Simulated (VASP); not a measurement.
# CaO (klda): relaxation of cell and atoms with LDA

CaO (klda):

```
CELL_PARAMETERS angstrom
0.00000 2.45350 2.45350
2.45350 0.00000 2.45350
2.45350 2.45350 0.00000
ATOMIC_POSITIONS crystal
Ca 0.00000 0.00000 0.00000
O 0.50000 0.50000 0.50000
```

```json
{"Program": "VASP 6.6.1", "Task": "relaxation of cell and atoms", "Functional": "LDA", "Potentials or basis": "VASP PAW LDA potentials, release 64 (Ca_sv, O)", "Cutoff": "600 eV", "k mesh": "8 × 8 × 8", "Occupations": "gaussian, width 0.1 eV", "Spin": "no spin polarisation", "Dipole correction": "no", "Further INCAR settings": "ALGO = Normal; EDIFF = 1e-07; IBRION = 2; EDIFFG = -0.05; NSW = 100; ISIF = 3"}
```

```yaml
Relaxed_volume: 13.12 Å³/atom
Relaxed_cell: a = 3.336 Å, b = 3.336 Å, c = 3.336 Å, α = 60.00°, β = 60.00°, γ = 60.00°
Space_group_after_relaxing_to_0.05_Å: Fm-3m (No. 225)
Energy_gained_by_relaxing: 67.1 meV/atom
Ionic_steps: 3
Pressure_after_relaxing: 0.0 GPa
Band_gap_on_the_k_mesh: 3.43 eV, indirect (least direct gap 3.79 eV)
```

Step by step:
| step | energy change (eV) | largest force (eV/Å) | pressure (GPa) | volume (Å³) |
| --- | --- | --- | --- | --- |
| 1 | 0.0000 | 0.0000 | -11.72 | 29.54 |
| 2 | -0.1146 | 0.0000 | 6.00 | 25.16 |
| 3 | -0.1342 | 0.0000 | 0.01 | 26.24 |

Final structure:
```
Ca O
1.0
     0.00000    2.35862    2.35862
     2.35862    0.00000    2.35862
     2.35862    2.35862    0.00000
Ca O
1 1
Direct
  0.00000 0.00000 0.00000
  0.50000 0.50000 0.50000
```

Levels at points of the mesh, in eV from the valence-band top:
```csv
k point,band 5,band 6,band 7,band 8,band 9,band 10,band 11,band 12
"(0.00, 0.00, 0.00)",-15.32,0.00,0.00,0.00,5.03,6.24,6.24,6.24
"(0.50, 0.00, 0.00)",-13.81,-2.85,-1.35,-1.35,7.22,8.61,8.61,8.75
"(0.50, 0.50, 0.00)",-15.07,-1.27,-0.36,-0.36,3.43,8.45,9.20,9.92
```

It took 25 s on 1 thread of Intel(R) Xeon(R) Platinum 8375C CPU @ 2.90GHz (Ice Lake), with other jobs on the host, peak memory 0.16 GiB.

Caveat: the volume moved by -11 % from the deposited cell, more than functionals usually miss. LDA usually gives volumes a few per cent too small.
